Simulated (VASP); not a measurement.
# Ge (Cmmm) in VASP: further runs

Ge is run at these levels: PBEsol; tasks: single point.

Program: VASP 6.6.1. These are calculated values, not measurements. Logs are shortened: lines on timing, memory, paths and dates and some standing lists are left out, and cuts for length are marked.

**1. The cell of the first run**

The structure is orthorhombic, space group Cmmm (No. 65). The conventional cell has a = 2.831 Å, b = 5.269 Å, c = 2.734 Å, α = 90.00°, β = 90.00°, γ = 90.00°. Ge (site symmetry mmm) has 8 Ge at 2.73 to 2.99 Å within 3.6 Å.

**2. Single point, PBEsol**

Input file INCAR:

```
SYSTEM = Ge
  PREC = Accurate
  ENCUT = 520
  EDIFF = 1E-6
  ISMEAR = -1
  SIGMA = 0.1
  LREAL = .FALSE.
  LASPH = .TRUE.
  NELM = 80
  ALGO = Normal
  ISIF = 2
  LWAVE = .FALSE.
  LCHARG = .FALSE.
  GGA = PS
  NBANDS = 13
```

Input file KPOINTS:

```
Automatic mesh
0
G
  12 12 11
  0 0 0
```

Input file POSCAR:

```
Ge
1.0
    1.4155346479     -2.6347372402      0.0000000000
    1.4155346479      2.6347372402      0.0000000000
    0.0000000000      0.0000000000      2.7337381113
Ge
1
Direct
    0.5000000000      0.5000000000      0.0000000000
```

Potentials or basis: VASP PAW PBE potentials, release 64 (Ge_d).

On the command line:

```sh
$ cat potpaw_PBE.64/Ge_d/POTCAR > POTCAR
$ mpirun -np 1 vasp_std > vasp.out
```

OUTCAR:

```text
SYSTEM = Ge
   PREC = Accurate
   ENCUT = 520
   EDIFF = 1E-6
   ISMEAR = -1
   LREAL = .FALSE.
   LASPH = .TRUE.
   NELM = 80
   ISIF = 2
   GGA = PS

 ion  position               nearest neighbor table
   1  0.500  0.500  0.000-

  LATTYP: Found a base centered orthorhombic cell.
 ALAT       =     2.8310692958
 B/A-ratio  =     1.8613018368
 C/A-ratio  =     0.9656203454

  Lattice vectors:

 A1 = (   1.4155346479,  -2.6347372402,   0.0000000000)
 A2 = (   1.4155346479,   2.6347372402,   0.0000000000)
 A3 = (   0.0000000000,   0.0000000000,   2.7337381113)

Analysis of symmetry for initial positions (statically):
=====================================================================
 Subroutine PRICEL returns:
 Original cell was already a primitive cell.

 Routine SETGRP: Setting up the symmetry group for a
 base centered orthorhombic supercell.

 Subroutine GETGRP returns: Found  8 space group operations
 (whereof  8 operations were pure point group operations)
 out of a pool of  8 trial point group operations.

The static configuration has the point symmetry D_2h.

Analysis of symmetry for dynamics (positions and initial velocities):
=====================================================================
 Subroutine PRICEL returns:
 Original cell was already a primitive cell.

 Routine SETGRP: Setting up the symmetry group for a
 base centered orthorhombic supercell.

 Subroutine GETGRP returns: Found  8 space group operations
 (whereof  8 operations were pure point group operations)
 out of a pool of  8 trial point group operations.

The dynamic configuration has the point symmetry D_2h.

 Subroutine INISYM returns: Found  8 space group operations
 (whereof  8 operations are pure point group operations),
 and found     1 'primitive' translations

----------------------------------------------------------------------------------------

                                     Primitive cell

  volume of cell :      20.3913

  direct lattice vectors                    reciprocal lattice vectors
     1.415534648 -2.634737240  0.000000000     0.353223427 -0.189772245  0.000000000
     1.415534648  2.634737240  0.000000000     0.353223427  0.189772245  0.000000000
     0.000000000  0.000000000  2.733738111     0.000000000  0.000000000  0.365799487

  length of vectors
     2.990916024  2.990916024  2.733738111     0.400974182  0.400974182  0.365799487

  position of ions in fractional coordinates (direct lattice)
     0.500000000  0.500000000  0.000000000

  ion indices of the primitive-cell ions
   primitive index   ion index
                 1           1

----------------------------------------------------------------------------------------

 KPOINTS: Automatic mesh

Automatic generation of k-mesh.
 Grid dimensions read from file:
 generate k-points for:   12   12   11

 Generating k-lattice:

  Cartesian coordinates                     Fractional coordinates (reciprocal lattice)
     0.029435286 -0.015814354  0.000000000     0.083333333  0.000000000  0.000000000
     0.029435286  0.015814354  0.000000000     0.000000000  0.083333333  0.000000000
     0.000000000  0.000000000  0.033254499     0.000000000  0.000000000  0.090909091

  Length of vectors
     0.033414515  0.033414515  0.033254499

  Shift w.r.t. Gamma in fractional coordinates (k-lattice)
     0.000000000  0.000000000  0.000000000

 Subroutine IBZKPT returns following result:
 ===========================================

 Found    258 irreducible k-points:

 Following reciprocal coordinates:
            Coordinates               Weight
  0.000000  0.000000  0.000000      1.000000
  0.083333  0.000000  0.000000      4.000000
  0.166667 -0.000000  0.000000      4.000000
  0.250000  0.000000  0.000000      4.000000
  0.333333  0.000000  0.000000      4.000000
  0.416667 -0.000000  0.000000      4.000000
[... 16 lines left out ...]
  0.500000  0.166667  0.000000      4.000000
 -0.416667  0.166667  0.000000      4.000000
 [... further k-points ...]
   k-points           NKPTS =    258   k-points in BZ     NKDIM =    258   number of bands    NBANDS=     13
   number of dos      NEDOS =    301   number of ions     NIONS =      1
   total plane-waves  NPLWV =  11520
   dimension x,y,z NGX =    24 NGY =   24 NGZ =   20
   dimension x,y,z NGXF=    48 NGYF=   48 NGZF=   40
   ions per type =               1
   NGX,Y,Z   is equivalent  to a cutoff of  13.34, 13.34, 12.16 a.u.
   NGXF,Y,Z  is equivalent  to a cutoff of  26.68, 26.68, 24.33 a.u.
 SYSTEM =  Ge
   PREC   = accura    normal or accurate (medium, high low for compatibility)
   ISTART =      0    job   : 0-new  1-cont  2-samecut
   ICHARG =      2    charge: 1-file 2-atom 10-const
   ISPIN  =      1    spin polarized calculation?
   LNONCOLLINEAR =      F non collinear calculations
   LSORBIT =      F    spin-orbit coupling
   LASPH  =      T    aspherical Exc in radial PAW
   ENCUT  =  520.0 eV  38.22 Ry    6.18 a.u.   5.56  5.56  5.08*2*pi/ulx,y,z
   NELM   =     80;   NELMIN=  2; NELMDL= -5     # of ELM steps
   EDIFF  = 0.1E-05   stopping-criterion for ELM
   LREAL  =      F    real-space projection
   EDIFFG = 0.1E-04   stopping-criterion for IOM
   NSW    =      0    number of steps for IOM
   IBRION =     -1    ionic relax: 0-MD 1-quasi-New 2-CG
   NFREE  =      0    steps in history (QN), initial steepest desc. (CG)
   ISIF   =      2    stress and relaxation
   ISYM   =      2    0-nonsym 1-usesym 2-fastsym
   POTIM  = 0.5000    time-step for ionic-motion
   TEBEG  =    0.0;   TEEND  =   0.0 temperature during run
   PSTRESS=    0.0 pullay stress
   NELECT =      14.0000    total number of electrons
   NUPDOWN=      -1.0000    fix difference up-down
   EMIN   =  10.00;   EMAX   =-10.00  energy-range for DOS
   EFERMI =   0.00;   METHOD = LEGACY
   ISMEAR =    -1;   SIGMA  =   0.10  broadening in eV -4-tet -1-fermi 0-gaus
   EFERMI_NEDOS =   21; number of points for ismear=-14 and -15
   IALGO  =     38    algorithm
   IMIX   =      4    mixing-type and parameters
     AMIX     =   0.40;   BMIX     =  1.00
     AMIX_MAG =   1.60;   BMIX_MAG =  1.00
  volume/ion in A,a.u.               =      20.39       137.61
  Fermi-wavevector in a.u.,A,eV,Ry     =   1.444229  2.729196 28.378980  2.085796
  Thomas-Fermi vector in A             =   2.562547
   LORBIT       =      0    0 simple, 1 ext, 2 COOP (PROOUT), +10 PAW based schemes
   GGA     = PS    functional components
   LHFCALC =     F    Hartree Fock is set to
   AEXX    =    0.0000 exact exchange contribution
   IVDW    =     0    specifies the selected vdW correction
   LEPSILON=     F    determine dielectric tensor
   LRPA    =     F    only Hartree local field effects (RPA)
 non-spin polarized calculation
  energy-cutoff  :      520.00
  volume of cell :       20.39
 maximum number of plane-waves:       564
 NGX is ok and might be reduce to    24
   NGX = 11   NGY = 11   NGZ = 11

 number of electron      14.0000005 magnetization

 Free energy of the ion-electron system (eV)
  ---------------------------------------------------
  ext. energy  EPLUGINS =         0.00000000
  ---------------------------------------------------
  free energy    TOTEN  =        -4.71064099 eV

  energy without entropy =       -4.69423048  energy(sigma->0) =       -4.70243574

 E-fermi :   5.6893     XC(G=0): -10.9953

 val. band max:        5.6861529850   @ k =   0.4167   0.1667   0.0000
 cond. band min:       5.6924874500   @ k =  -0.2500   0.2500   0.0000
 fundamental gap:      0.0063344650
 Fermi energy:         5.6892663853

 k-point     1 :       0.0000    0.0000    0.0000
  band No.  band energies     occupation
      1     -18.9657      2.00000
      2     -18.9120      2.00000
      3     -18.8664      2.00000
      4     -18.7760      2.00000
      5     -18.7577      2.00000
      6      -6.8864      2.00000
      7      12.1101      0.00000
      8      12.5289      0.00000
      9      13.9668      0.00000
     10      15.6904      0.00000
     11      17.8762      0.00000
     12      20.0279      0.00000
     13      20.4062      0.00000

 k-point     2 :       0.0833    0.0000    0.0000
  band No.  band energies     occupation
      1     -18.9614      2.00000
      2     -18.9054      2.00000
      3     -18.8672      2.00000
      4     -18.7769      2.00000
      5     -18.7606      2.00000
      6      -6.7232      2.00000
      7      11.8376      0.00000
      8      12.2671      0.00000
      9      12.6599      0.00000
     10      16.0667      0.00000
     11      17.7251      0.00000
     12      19.1242      0.00000
     13      21.1563      0.00000

 k-point     3 :       0.1667   -0.0000    0.0000
  band No.  band energies     occupation
      1     -18.9513      2.00000
      2     -18.8909      2.00000
      3     -18.8638      2.00000
      4     -18.7800      2.00000
      5     -18.7682      2.00000
      6      -6.2344      2.00000
      7       9.5008      0.00000
      8      11.3335      0.00000
      9      12.7293      0.00000
     10      15.7812      0.00000
     11      17.0366      0.00000
     12      20.6500      0.00000
     13      23.4658      0.00000

 k-point     4 :       0.2500    0.0000    0.0000
  band No.  band energies     occupation
      1     -18.9427      2.00000
      2     -18.8843      2.00000
      3     -18.8413      2.00000
      4     -18.7870      2.00000
      5     -18.7758      2.00000
      6      -5.4245      2.00000
      7       6.7213      0.00007
      8      10.3611      0.00000
      9      13.4651      0.00000
     10      14.6067      0.00000
     11      17.7202      0.00000
     12      22.9143      0.00000
     13      25.9703      0.00000

 k-point     5 :       0.3333    0.0000    0.0000
  band No.  band energies     occupation
      1     -18.9409      2.00000
      2     -18.8789      2.00000
      3     -18.8110      2.00000
      4     -18.7972      2.00000
      5     -18.7802      2.00000
      6      -4.3122      2.00000
      7       4.0962      2.00000
      8       9.6238      0.00000
      9      13.7235      0.00000
     10      14.3968      0.00000
     11      18.7741      0.00000
     12      24.7194      0.00000
     13      24.9005      0.00000

 k-point     6 :       0.4167   -0.0000    0.0000
  band No.  band energies     occupation
      1     -18.9436      2.00000
      2     -18.8724      2.00000
      3     -18.8055      2.00000
      4     -18.7875      2.00000
      5     -18.7826      2.00000
      6      -2.9826      2.00000
      7       1.8316      2.00000
      8       9.1651      0.00000
      9      13.1970      0.00000
     10      15.3218      0.00000
     11      20.1307      0.00000
     12      22.9089      0.00000
     13      23.6281      0.00000

 k-point     7 :       0.5000    0.0000    0.0000
  band No.  band energies     occupation
      1     -18.9451      2.00000
      2     -18.8696      2.00000
      3     -18.8086      2.00000
      4     -18.7834      2.00000
      5     -18.7788      2.00000
      6      -2.0689      2.00000
      7       0.6026      2.00000
      8       9.0097      0.00000
      9      13.0225      0.00000
     10      15.7640      0.00000
     11      21.7429      0.00000
     12      21.8033      0.00000
     13      22.1697      0.00000
[... 193 lines left out ...]
 k-point    20 :       0.2500    0.1667    0.0000
  band No.  band energies     occupation
      1     -18.9259      2.00000
      2     -18.8873      2.00000
      3     -18.8008      2.00000
      4     -18.7994      2.00000
      5     -18.7848      2.00000
      6      -3.7346      2.00000
      7       3.8719      2.00000
      8       6.9969      0.00000
      9      14.8567      0.00000
     10      17.2796      0.00000
     11      19.2169      0.00000
     12      21.3609      0.00000
     13      24.4932      0.00000

 k-point    21 :       0.3333    0.1667    0.0000
  band No.  band energies     occupation
      1     -18.9250      2.00000
      2     -18.8777      2.00000
      3     -18.8044      2.00000
      4     -18.7913      2.00000
      5     -18.7875      2.00000
      6      -2.4369      2.00000
      7       1.9340      2.00000
      8       6.1038      0.03119
      9      15.6881      0.00000
     10      17.1633      0.00000
     11      20.6891      0.00000
     12      23.0605      0.00000
     13      23.0894      0.00000

 k-point    22 :       0.4167    0.1667    0.0000
  band No.  band energies     occupation
      1     -18.9252      2.00000
      2     -18.8689      2.00000
      3     -18.8049      2.00000
      4     -18.7959      2.00000
      5     -18.7884      2.00000
      6      -1.7760      2.00000
      7       1.1133      2.00000
      8       5.6862      1.01557
      9      15.9830      0.00000
     10      17.2626      0.00000
     11      21.8959      0.00000
     12      22.4082      0.00000
     13      22.6056      0.00000

 k-point    23 :       0.5000    0.1667    0.0000
  band No.  band energies     occupation
      1     -18.9247      2.00000
      2     -18.8701      2.00000
      3     -18.8083      2.00000
      4     -18.8021      2.00000
      5     -18.7858      2.00000
      6      -2.7734      2.00000
      7       2.4716      2.00000
      8       5.7235      0.83064
      9      15.4814      0.00000
     10      17.6184      0.00000
     11      20.3985      0.00000
     12      23.4088      0.00000
     13      24.1872      0.00000

 k-point    24 :      -0.4167    0.1667    0.0000
  band No.  band energies     occupation
      1     -18.9263      2.00000
      2     -18.8836      2.00000
      3     -18.8200      2.00000
      4     -18.7983      2.00000
      5     -18.7790      2.00000
      6      -4.0450      2.00000
      7       4.4325      1.99999
      8       6.3971      0.00169
      9      14.5939      0.00000
     10      18.1156      0.00000
     11      19.2059      0.00000
     12      24.0998      0.00000
     13      24.8978      0.00000

 [... further k-points ...]
[... 5 lines left out ...]
  --------------------------------------------------------------------------------------
  -------------------------------------------------------------------------------------
  Total       -0.7174956     -1.0620672     -0.6353778      0.0000000      0.0000000      0.0000000
  in kB      -56.3748129    -83.4483743    -49.9226843      0.0000000      0.0000000      0.0000000
  external PRESSURE =     -63.2486238 kB  Pullay stress =       0.0000000 kB

 VOLUME and BASIS-vectors are now :
 -----------------------------------------------------------------------------
  energy-cutoff  :      520.00
  volume of cell :       20.39
      direct lattice vectors                 reciprocal lattice vectors
     1.415534648 -2.634737240  0.000000000     0.353223427 -0.189772245  0.000000000
     1.415534648  2.634737240  0.000000000     0.353223427  0.189772245  0.000000000
     0.000000000  0.000000000  2.733738111     0.000000000  0.000000000  0.365799487

 POSITION                                       TOTAL-FORCE (eV/Angst)
 -----------------------------------------------------------------------------------
      1.41553      0.00000      0.00000         0.000000      0.000000      0.000000
 -----------------------------------------------------------------------------------
    total drift:                               -0.000000     -0.000000     -0.000000

  FREE ENERGIE OF THE ION-ELECTRON SYSTEM (eV)
  ---------------------------------------------------
  free  energy   TOTEN  =        -4.7106409928 eV

  energy  without entropy=       -4.6942304838  energy(sigma->0) =       -4.70243574
```

Run time: 17 s. Hardware: 1 thread of Intel Xeon 6975P-C, shared host; peak memory 0.18 GiB.

Results:

```yaml
Free_energy: -4.7106 eV
Pressure: -6.3 GPa
Band_gap_on_the_k_mesh: zero (band 7 reaches 12.11 eV, above the bottom of band 8 at 2.63 eV)
```

Caveat: the PAW data sets were made with another functional, which shifts forces and pressure a little.

**3. Single point, PBEsol**

This run uses another cell than the first one, of 21.18 Å³/atom, 1.038 times its volume.

Input file INCAR:

```
SYSTEM = Ge
ALGO = Normal
EDIFF = 1E-7
ENCUT = 520
GGA = PS
ISIF = 2
ISMEAR = -1
LASPH = .TRUE.
LCHARG = .FALSE.
LREAL = .FALSE.
LWAVE = .FALSE.
NBANDS = 13
NELM = 60
PREC = Accurate
SIGMA = 0.1
```

Input file KPOINTS:

```
k-points
0
G
  12 12 11
  0 0 0
```

Input file POSCAR:

```
Ge
1.0
    1.4334547104     -2.6680918854      0.0000000000
    1.4334547104      2.6680918854      0.0000000000
    0.0000000000      0.0000000000      2.7683460651
Ge
1
Direct
    0.5000000000      0.5000000000      0.0000000000
```

Potentials or basis: VASP PAW PBE potentials, release 64 (Ge_d).

On the command line:

```sh
$ cat potpaw_PBE.64/Ge_d/POTCAR > POTCAR
$ mpirun -np 1 vasp_std > vasp.out
```

Wall time 23 s (1 thread of Intel Xeon 6975P-C, shared host); peak memory 0.19 GiB.

The run converged. Its results:

* Free energy: -4.6764 eV
* Pressure: -7.9 GPa
* Band gap on the k mesh: zero (band 7 reaches 11.54 eV, above the bottom of band 8 at 2.40 eV)

Stress tensor (GPa, compression positive):
```
-7.48  0.00  0.00
 0.00 -9.67  0.00
 0.00  0.00 -6.63
```

Levels at points of the mesh, in eV from the Fermi level:
```
           k point  band 5  band 6  band 7  band 8  band 9  band 10
(0.00, 0.00, 0.00)  -24.44  -12.28    6.23    6.59    7.97     9.86
(0.50, 0.00, 0.00)  -24.46   -7.69   -4.87    3.23    7.24     9.69
(0.50, 0.50, 0.00)  -24.45   -8.48   -5.06    4.88    8.82     9.09
```

Caveat: the PAW data sets were made with another functional, which shifts forces and pressure a little.
